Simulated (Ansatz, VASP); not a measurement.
## Two plane-wave programs on Nb

```
Nb
1.0
     1.81121    1.04570    3.35867
    -1.81121    1.04570    3.35867
     0.00000   -2.09140    3.35867
Nb
2
Direct
  0.22754 0.22754 0.22754
  0.77246 0.77246 0.77246
```

Alike in both runs: task relaxation of cell and atoms; functional PBEsol; k mesh 6 × 6 × 6; occupations gaussian, width 0.1 eV; no spin polarisation.

```csv
,VASP,Ansatz
version,VASP 6.6.1,Ansatz 0.2.0
potentials or method,"VASP PAW PBE potentials, release 64 (Nb_sv), cutoff 500 eV","scalar-relativistic, plane waves, PAW"
valence electrons in the cell,26,26
```

VASP gave:

- gap on the k mesh at the Fermi level, each at its own relaxed structure (eV): none
- relaxed volume (Å³/atom): 17.97
- relaxed cell length with the largest relative difference (Å): 4.545

Which values does Ansatz return?

gap on the k mesh at the Fermi level, each at its own relaxed structure (eV): none; relaxed volume (Å³/atom): 18.01; relaxed cell length with the largest relative difference (Å): 4.563.

VASP's potentials were made for PBE, not for PBEsol. A gap of «none» marks a metal or a gap that the smearing closes.
